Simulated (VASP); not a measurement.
Zr2AlN3, 6 atoms in the cell. The structure is trigonal, space group P-3m1 (No. 164). Conventional cell: a = 3.137 Å, b = 3.137 Å, c = 7.766 Å, α = 90.00°, β = 90.00°, γ = 120.00°. Within 3.0 Å of Zr (site symmetry 3m) lie 6 N at 2.23 to 2.33 Å. Al (site symmetry -3m) has 6 N at 2.13 Å within 2.8 Å. N (site symmetry 3m) has 3 Al at 2.13 Å and 3 Zr at 2.33 Å and 3 N at 2.88 Å within 2.9 Å. Within 3.0 Å of N (site symmetry -3m) lie 6 Zr at 2.23 Å. 

```yaml
Program: VASP 6.6.1
Task: single point
Functional: PBE
Potentials_or_basis: VASP PAW PBE potentials, release 64 (Zr_sv, Al, N)
Cutoff: 600 eV
k_mesh: 6 × 6 × 2
Occupations: gaussian, width 0.1 eV
Spin: no spin polarisation
Dipole_correction: no
Further_INCAR_settings: ALGO = Normal; EDIFF = 1e-06; NBANDS = 30
```

Potentials or basis: VASP PAW PBE potentials, release 64 (Zr_sv, Al, N).

Command:

```bash
$ cat potpaw_PBE.64/Zr_sv/POTCAR potpaw_PBE.64/Al/POTCAR potpaw_PBE.64/N/POTCAR > POTCAR
$ mpirun -np 1 vasp_std > vasp.out
```

Hardware: 1 thread of Intel(R) Xeon(R) 6975P-C (Granite Rapids), with other jobs on the host.

Question: Estimate the wall time of this run.

Answer: Run time: 17 s on 1 thread of Intel(R) Xeon(R) 6975P-C (Granite Rapids), on a shared host, peak memory 0.22 GiB. Counts: scf iterations 13, k points 14.
